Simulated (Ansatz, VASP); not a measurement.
**Ga3As3CO in VASP and in Ansatz**

```
CELL_PARAMETERS angstrom
4.01370 0.00000 0.00000
0.00000 5.67623 0.00000
0.00000 0.00000 23.33527
ATOMIC_POSITIONS crystal
Ga 0.50000 0.50000 0.17141
Ga 0.00000 0.06538 0.26800
Ga 0.50000 0.48946 0.32285
As 0.00000 0.25000 0.17141
As 0.50000 0.81022 0.25049
As 0.00000 0.28876 0.35934
O 0.00000 0.28876 0.49647
C 0.00000 0.28876 0.54575
```

Alike in both runs: task single point; functional PBE; dispersion D3(BJ); k mesh 7 × 5 × 1; occupations gaussian, width 0.05 eV; no spin polarisation.

```csv
,VASP,Ansatz
version,VASP 6.6.1,Ansatz 0.2.0
potentials or method,"VASP PAW PBE potentials, release 64 (Ga_d, As, O, C), cutoff 520 eV","scalar-relativistic, plane waves, PAW"
valence electrons in the cell,64,94
```

|  | VASP | Ansatz | Ansatz less VASP |
| --- | --- | --- | --- |
| gap on the k mesh at the Fermi level (eV) | 0.40 | 0.41 | +0.008 |
| least direct gap on the mesh (eV) | 0.75 | 0.75 | +0.003 |
| rms of the force components (eV/Å) | 0.394 | 0.565 | +0.1707 |

One of these differences is far larger than is usual between the two programs; its cause wasn't traced. VASP's potentials hold 64 valence electrons a cell and Ansatz's 94, so a difference there can come from the potentials and not from the codes.

Noted on VASP's run: the standard files for N, O and F lose accuracy on very short bonds.
